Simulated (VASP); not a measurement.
Runs of VASP 6.6.1 on BeTe. The structure is cubic, space group F-43m (No. 216). Conventional cell: a = 5.657 Å, b = 5.657 Å, c = 5.657 Å, α = 90.00°, β = 90.00°, γ = 90.00°. Be (site symmetry -43m) has 4 Te at 2.45 Å within 3.2 Å. Te (site symmetry -43m) has 4 Be at 2.45 Å within 3.2 Å. 

```csv
level,k mesh,grid for exact exchange (PRECFOCK),screening parameter,gap on the mesh (eV),pressure (GPa)
PBE,8 × 8 × 8,-,-,2.01,0.3
PBE0,6 × 6 × 6,Normal,-,(b),-1.0
PBE,6 × 6 × 6,-,-,2.01,0.4
HSE06,6 × 6 × 6,Normal,0.2079 1/Å,2.67,-0.9
r2SCAN,6 × 6 × 6,-,-,(a),0.2
```

Alike in all rows: task single point; potentials or basis VASP PAW PBE potentials, release 64 (Be, Te); no spin polarisation; cell as given; cutoff (eV) 520; smearing gaussian 0.01 eV.

Q: Estimate the missing entries.

A: (a) 2.37; (b) 3.34.

Caveats: spin-orbit coupling is left out, which moves the levels of the heavy elements; the PAW data sets were made with another functional, which shifts forces and pressure a little (some runs).

A k mesh can miss the band edges, and the runs leave out spin-orbit coupling on Te.
